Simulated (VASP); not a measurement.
# Ag (P6_3/mmc) in VASP: further runs, part 2 of 2

VASP 6.6.1.

## Step 5: Single point, PBEsol (13.00 Å³/atom)

This run uses another cell than the first one, of 13.00 Å³/atom.

INCAR reads:

```
SYSTEM = Ag
PREC = Accurate
ENCUT = 520
EDIFF = 1E-6
ISMEAR = -1
SIGMA = 0.05
LREAL = .FALSE.
LASPH = .TRUE.
NELM = 60
ALGO = Normal
ISIF = 2
LWAVE = .FALSE.
LCHARG = .FALSE.
GGA = PS
NBANDS = 18
```

KPOINTS reads:

```
regular mesh
0
G
  15 15 8
  0 0 0
```

POSCAR reads:

```
Ag
1.0
    2.6318342970      0.0000000000      0.0000000000
   -1.3159171485      2.2792353597      0.0000000000
    0.0000000000      0.0000000000      4.3353292927
Ag
2
Direct
    0.3333333333      0.6666666667      0.2500000000
    0.6666666667      0.3333333333      0.7500000000
```

Potentials or basis: VASP PAW PBE potentials, release 64 (Ag).

Started as:

```bash
cat potpaw_PBE.64/Ag/POTCAR > POTCAR
mpirun -np 1 vasp_std > vasp.out
```

OUTCAR:

```text
SYSTEM = Ag
   PREC = Accurate
   ENCUT = 520
   EDIFF = 1E-6
   ISMEAR = -1
   LREAL = .FALSE.
   LASPH = .TRUE.
   NELM = 60
   ISIF = 2
   GGA = PS

 ion  position               nearest neighbor table
   1  0.333  0.667  0.250-   2 2.65   2 2.65   2 2.65   2 2.65   2 2.65   2 2.65
   2  0.667  0.333  0.750-   1 2.65   1 2.65   1 2.65   1 2.65   1 2.65   1 2.65

  LATTYP: Found a hexagonal cell.
 ALAT       =     2.6318342970
 C/A-ratio  =     1.6472652924

  Lattice vectors:

 A1 = (   2.6318342970,   0.0000000000,   0.0000000000)
 A2 = (  -1.3159171485,   2.2792353597,   0.0000000000)
 A3 = (   0.0000000000,   0.0000000000,   4.3353292927)

Analysis of symmetry for initial positions (statically):
=====================================================================
 Subroutine PRICEL returns:
 Original cell was already a primitive cell.

 Routine SETGRP: Setting up the symmetry group for a
 hexagonal supercell.

 Subroutine GETGRP returns: Found 24 space group operations
 (whereof 12 operations were pure point group operations)
 out of a pool of 24 trial point group operations.

The static configuration has the point symmetry D_3d.
[... 162 lines left out ...]

 E-fermi :  12.8789     XC(G=0): -14.1044

 val. band max:       12.8449781189   @ k =   0.4000   0.0667   0.5000
 cond. band min:      12.8951984464   @ k =   0.4667   0.0667   0.3750
 fundamental gap:      0.0502203275
 Fermi energy:        12.8789045252

 k-point     1 :       0.0000    0.0000    0.0000
  band No.  band energies     occupation
      1       2.5632      2.00000
      2       4.1520      2.00000
      3       6.5631      2.00000
      4       6.7478      2.00000
      5       6.7478      2.00000
      6       7.1339      2.00000
[... 481 lines left out ...]
      5       6.8370      2.00000
      6       6.8696      2.00000
[... 10 lines left out ...]
     17      25.3769      0.00000
     18      27.9047      0.00000

 [... further k-points ...]

------------------------ aborting loop because EDIFF is reached ----------------------------------------

  FORCE on cell =-STRESS in cart. coord.  units (eV):
  Direction    XX          YY          ZZ          XY          YZ          ZX
  --------------------------------------------------------------------------------------
  -------------------------------------------------------------------------------------
  Total        9.4595558      9.4595558      9.4883821      0.0000000     -0.0000000      0.0000000
  in kB      582.7892345    582.7892345    584.5651778      0.0000000     -0.0000000      0.0000000
  external PRESSURE =     583.3812156 kB  Pullay stress =       0.0000000 kB

 VOLUME and BASIS-vectors are now :
 -----------------------------------------------------------------------------
  energy-cutoff  :      520.00
  volume of cell :       26.01
      direct lattice vectors                 reciprocal lattice vectors
     2.631834297  0.000000000  0.000000000     0.379963131  0.219371816  0.000000000
    -1.315917149  2.279235360  0.000000000     0.000000000  0.438743632  0.000000000
     0.000000000  0.000000000  4.335329293     0.000000000  0.000000000  0.230662986

 POSITION                                       TOTAL-FORCE (eV/Angst)
 -----------------------------------------------------------------------------------
     -0.00000      1.51949      1.08383         0.000000     -0.000000      0.000000
      1.31592      0.75975      3.25150         0.000000      0.000000      0.000000
 -----------------------------------------------------------------------------------
    total drift:                               -0.000000      0.000000     -0.000000

  FREE ENERGIE OF THE ION-ELECTRON SYSTEM (eV)
  ---------------------------------------------------
  free  energy   TOTEN  =        -5.5943653781 eV

  energy  without entropy=       -5.5902043456  energy(sigma->0) =       -5.59228486
```

OSZICAR:

```text
N       E                     dE             d eps       ncg     rms          rms(c)
DAV:   1     0.131317847922E+03    0.13132E+03   -0.12152E+04  4884   0.128E+03
DAV:   2    -0.404072797355E+01   -0.13536E+03   -0.12926E+03  5056   0.288E+02
DAV:   3    -0.639937786468E+01   -0.23586E+01   -0.23518E+01  5598   0.421E+01
DAV:   4    -0.640615066964E+01   -0.67728E-02   -0.67723E-02  5338   0.220E+00
DAV:   5    -0.640619521817E+01   -0.44549E-04   -0.44549E-04  5304   0.187E-01    0.168E+01
DAV:   6    -0.567598004589E+01    0.73022E+00   -0.12316E+00  4972   0.130E+01    0.937E+00
DAV:   7    -0.560512881618E+01    0.70851E-01   -0.81295E-02  5572   0.329E+00    0.344E+00
DAV:   8    -0.559435710793E+01    0.10772E-01   -0.10935E-02  5016   0.107E+00    0.338E-01
DAV:   9    -0.559435491213E+01    0.21958E-05   -0.36775E-05  5346   0.599E-02    0.153E-02
DAV:  10    -0.559436522559E+01   -0.10313E-04   -0.25110E-06  5170   0.147E-02    0.165E-03
DAV:  11    -0.559436537811E+01   -0.15251E-06   -0.24698E-07  2658   0.504E-03
   1 F= -.55943654E+01 E0= -.55922849E+01  d E =-.416103E-02
```

stdout:

```text
POSCAR found type information on POSCAR Ag
 POSCAR found :  1 types and       2 ions
 scaLAPACK will be used
 -----------------------------------------------------------------------------
|                                                                             |
|                                                                             |
|     You enforced a specific xc type in the INCAR file but a different       |
|     I HOPE YOU KNOW WHAT YOU ARE DOING!                                     |
|                                                                             |
 -----------------------------------------------------------------------------

 LDA part: xc-table for (Slater+PW92), standard interpolation
 POSCAR, INCAR and KPOINTS ok, starting setup
 FFT: planning ... GRIDC
 FFT: planning ... GRID_SOFT
 FFT: planning ... GRID
 WAVECAR not read
 entering main loop
```

It took 59 s on 1 thread of Intel Xeon 8259CL, shared host; peak memory 0.18 GiB.

Results:

| Item | Value |
| --- | --- |
| Free energy | -5.5944 eV |
| Pressure | 58.3 GPa |
| Band gap on the k mesh | zero (bands 11 and 12 overlap by 8.82 eV) |

Stress tensor (GPa, compression positive):
```
58.28  0.00  0.00
 0.00 58.28  0.00
 0.00  0.00 58.46
```

Caveat: the cell stands under pressure; the PAW data sets were made with another functional, which shifts forces and pressure a little.

## Step 6: Overview

```tsv
cell	gap on the mesh (eV)	pressure (GPa)
a = 2.387, b = 2.387, c = 3.919 Å, angles 90.0, 90.0, 120.0°, 2 atoms	none	289.4
a = 2.517, b = 2.517, c = 4.133 Å, angles 90.0, 90.0, 120.0°, 2 atoms	none	132.7
a = 2.632, b = 2.632, c = 4.335 Å, angles 90.0, 90.0, 120.0°, 2 atoms	none	58.3
```

Alike in all rows: task single point; level PBEsol; potentials or basis VASP PAW PBE potentials, release 64 (Ag); no spin polarisation; k mesh 15 × 15 × 8; cutoff (eV) 520; smearing fermi-dirac 0.05 eV.

Caveats: the cell stands under pressure; the PAW data sets were made with another functional, which shifts forces and pressure a little.

Total energies depend on the potentials used, so only differences within one code and one set of settings carry meaning.
